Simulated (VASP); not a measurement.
Wanted: the native input for a VASP 6.6.1 run.

| Property | Result |
| --- | --- |
| Task | single point |
| Functional | LDA |
| Potentials or basis | VASP PAW LDA potentials, release 64 (Co) |
| Cutoff | 520 eV |
| k mesh | 10 × 10 × 10 |
| Occupations | fermi-dirac, width 0.136057 eV |
| Spin | no spin polarisation |
| Dipole correction | no |
| Further INCAR settings | ALGO = Normal; EDIFF = 1e-07; NBANDS = 16 |

The structure of Co lies in POSCAR:

```
Co
1.0
    0.0000000000      2.3984364816      2.3984364816
    2.3984364816      0.0000000000      2.3984364816
    2.3984364816      2.3984364816      0.0000000000
Co
2
Direct
    0.0000000000      0.0000000000      0.0000000000
    0.2500000000      0.2500000000      0.2500000000
```

The input as run:

INCAR

```
SYSTEM = Co
PREC = Accurate
ENCUT = 520
EDIFF = 1E-7
ISMEAR = -1
SIGMA = 0.13605693000000002
LREAL = .False.
LASPH = .True.
NELM = 100
ALGO = Normal
ISIF = 2
LWAVE = .False.
LCHARG = .False.
GGA = CA
NBANDS = 16
```

KPOINTS

```
regular mesh
0
Gamma
  10 10 10
  0 0 0
```

Potentials or basis: VASP PAW LDA potentials, release 64 (Co).

The run is started by

```console
$ cat potpaw_LDA.64/Co/POTCAR > POTCAR
$ mpirun -np 1 vasp_std > vasp.out
```

It gave:

```
Pressure               : -1.6 GPa
Band gap on the k mesh : zero (band 9 reaches 7.43 eV, above the bottom of band 10 at 6.53 eV)
```

Caveat: the run has no spin polarisation, though such a crystal can be magnetic.

It took 24 s on 1 thread of Intel Xeon 6975P-C, with other jobs on the host, peak memory 0.15 GiB.
